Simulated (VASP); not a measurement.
Input of a VASP 6.6.1 run:

File INCAR:

```
SYSTEM = KCaHfSbO6
  PREC = Accurate
  ENCUT = 520
  EDIFF = 1E-7
  ISMEAR = 0
  SIGMA = 0.05
  LREAL = .False.
  LASPH = .True.
  NELM = 80
  ALGO = Normal
  ISIF = 2
  LWAVE = .False.
  LCHARG = .False.
  GGA = PS
  NBANDS = 46
```

Contents of KPOINTS:

```
Automatic mesh
0
Gamma
  6 6 6
  0 0 0
```

Contents of POSCAR:

```
KCaHfSbO6
1.0
    0.0000000000      4.0194861433      4.0194861433
    4.0194861433      0.0000000000      4.0194861433
    4.0194861433      4.0194861433      0.0000000000
K Ca Hf Sb O
1 1 1 1 6
Direct
    0.2500000000      0.2500000000      0.2500000000
    0.7500000000      0.7500000000      0.7500000000
    0.0000000000      0.0000000000      0.0000000000
    0.5000000000      0.5000000000      0.5000000000
    0.7452884221      0.2547115779      0.2547115779
    0.2547115779      0.7452884221      0.7452884221
    0.7452884221      0.7452884221      0.2547115779
    0.2547115779      0.2547115779      0.7452884221
    0.2547115779      0.7452884221      0.2547115779
    0.7452884221      0.2547115779      0.7452884221
```

Potentials or basis: VASP PAW PBE potentials, release 64 (K_sv, Ca_sv, Hf_pv, Sb, O).

The run is started by

```bash
$ cat potpaw_PBE.64/K_sv/POTCAR potpaw_PBE.64/Ca_sv/POTCAR potpaw_PBE.64/Hf_pv/POTCAR potpaw_PBE.64/Sb/POTCAR potpaw_PBE.64/O/POTCAR > POTCAR
$ mpirun -np 1 vasp_std > vasp.out
```

Problem. Estimate the pressure.

Solution. -0.5 GPa.

Problem. Predict the band gap on the k mesh.

Solution. 3.54 eV, direct.

Forces in eV/Å, atoms in the order of the input:
```
K    0.000  0.000  0.000
Ca   0.000  0.000  0.000
Hf   0.000  0.000  0.000
Sb   0.000  0.000  0.000
O   -0.199  0.000  0.000
O    0.199  0.000  0.000
O    0.000  0.000  0.199
O    0.000  0.000 -0.199
O    0.000 -0.199  0.000
O    0.000  0.199  0.000
```

Caveat: the PAW data sets were made with another functional, which shifts forces and pressure a little; spin-orbit coupling is left out, which moves the levels of the heavy elements. A k mesh can miss the band edges.
